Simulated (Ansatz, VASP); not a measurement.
## Pb in VASP and in Ansatz

```
Pb
1.0
     3.48000    0.00000    0.00000
    -1.74000    3.01377    0.00000
     0.00000    0.00000    5.59000
Pb
2
Direct
  0.66667 0.33333 0.75000
  0.33333 0.66667 0.25000
```

Alike in both runs: functional LDA; k mesh 7 × 7 × 4; occupations fermi-dirac, width 0.05 eV; non-collinear spin, spin-orbit coupling.

```csv
,VASP,Ansatz
version,VASP 6.6.1,Ansatz 0.2.0
potentials or method,"VASP PAW LDA potentials, release 64 (Pb_d)",Ansatz PAW
plane-wave cutoff (eV),520,420
valence electrons in the cell,28,28
task,single point,band structure
```

|  | VASP | Ansatz | Ansatz less VASP |
| --- | --- | --- | --- |
| pressure (GPa) | -0.7 | -0.7 | -0.01 |
| traceless stress, the component that is largest in VASP (GPa) | -0.53 | -0.60 | -0.071 |
| net moment per atom (μB) | 0.00 | 0.00 | 0.000 |

LDA's correlation is that of Perdew and Zunger in VASP and of Perdew and Wang (1992) in Ansatz.
